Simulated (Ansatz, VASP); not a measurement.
GaN: VASP beside Ansatz

```
Ga N
1.0
     0.00000    2.25350    2.25350
     2.25350    0.00000    2.25350
     2.25350    2.25350    0.00000
Ga N
1 1
Direct
  0.02882 0.02882 0.02882
  0.75000 0.75000 0.75000
```

Change from the starting cell: all Ga atoms moved -0.225 Å, as atom 1 towards its neighbour atom 2 (N) at 1.952 Å.

Alike in both runs: task single point; functional PBE; k mesh 10 × 10 × 10; occupations gaussian, width 0.05 eV; no spin polarisation.

```csv
,VASP,Ansatz
version,VASP 6.6.1,Ansatz 0.2.0
potentials or method,"VASP PAW PBE potentials, release 64 (Ga_d, N), cutoff 520 eV","scalar-relativistic, plane waves, PAW"
valence electrons in the cell,18,18
```

Ansatz gave:

```
gap on the k mesh at the Fermi level (eV)                     : 1.42
least direct gap on the mesh (eV)                             : 1.42
pressure (GPa)                                                : 8.4
traceless stress, the component that is largest in VASP (GPa) : -4.35
rms of the force components (eV/Å)                            : 0.875
```

Q: What did VASP give for the same quantities?

A: gap on the k mesh at the Fermi level (eV): 1.42; least direct gap on the mesh (eV): 1.42; pressure (GPa): 8.3; traceless stress, the component that is largest in VASP (GPa): -4.25; rms of the force components (eV/Å): 0.866.

Atom by atom the forces differ by 0.009 eV/Å (rms over components).
